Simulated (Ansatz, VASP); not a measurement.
# One calculation of Ca3SbP, two programs

Contents of INCAR:

```
SYSTEM = Ca3SbP
ALGO = Normal ; EDIFF = 1E-6
ENCUT = 520 ; GGA = CA
ISIF = 2 ; ISMEAR = 0
LASPH = .True. ; LCHARG = .False.
LREAL = .False. ; LWAVE = .False.
NBANDS = 28 ; NELM = 60
PREC = Accurate ; SIGMA = 0.05
```

Contents of KPOINTS:

```
k-points
0
Gamma
  6 6 6
  0 0 0
```

Contents of POSCAR:

```
Ca3SbP
1.0
    5.3829083819      0.0000000000      0.0000000000
    0.0000000000      5.3829083819      0.0000000000
    0.0000000000      0.0000000000      5.3829083819
Ca Sb P
3 1 1
Direct
    0.0000000000      0.5000000000      0.5000000000
    0.5000000000      0.0000000000      0.5000000000
    0.5000000000      0.5000000000      0.0000000000
    0.0000000000      0.0000000000      0.0000000000
    0.5000000000      0.5000000000      0.5000000000
```

Input for Ansatz:

```yaml
crystal:
  lattice:
    - [5.3829083819, 0.0, 0.0]
    - [0.0, 5.3829083819, 0.0]
    - [0.0, 0.0, 5.3829083819]
  atoms:
    - { symbol: Ca, position: [0.0, 0.5, 0.5] }
    - { symbol: Ca, position: [0.5, 0.0, 0.5] }
    - { symbol: Ca, position: [0.5, 0.5, 0.0] }
    - { symbol: Sb, position: [0.0, 0.0, 0.0] }
    - { symbol: P, position: [0.5, 0.5, 0.5] }
basis:
  ecutwfc: 420
kpoints:
  mp_grid: { grid: [6, 6, 6] }
hamiltonian:
  xc: lda
scf:
  occupations: { method: gaussian, width: 0.05 }
output:
  forces: true
  stress: true
  eigenvalues: true
```

Change from the starting cell: mode 1 frozen in at +0.000 Å, equal normal strain along x, y and z +0.0250.

Alike in both runs: task single point; functional LDA; k mesh 6 × 6 × 6; occupations gaussian, width 0.05 eV; no spin polarisation.

|  | VASP | Ansatz |
| --- | --- | --- |
| version | VASP 6.6.1 | Ansatz 0.2.0 |
| potentials or method | VASP PAW LDA potentials, release 64 (Ca_sv, Sb, P), cutoff 520 eV | scalar-relativistic, plane waves, PAW |
| valence electrons in the cell | 40 | 50 |

Ansatz gave:

| Item | Value |
| --- | --- |
| gap on the k mesh at the Fermi level (eV) | 0.50 |
| least direct gap on the mesh (eV) | 0.50 |
| pressure (GPa) | -2.8 |

Task: Estimate VASP's values.

Result: gap on the k mesh at the Fermi level (eV): 0.52; least direct gap on the mesh (eV): 0.52; pressure (GPa): -2.7.

LDA's correlation is that of Perdew and Zunger in VASP and of Perdew and Wang (1992) in Ansatz. VASP's potentials hold 40 valence electrons a cell and Ansatz's 50, so a difference there can come from the potentials and not from the codes.

Neither program's run includes spin-orbit coupling.
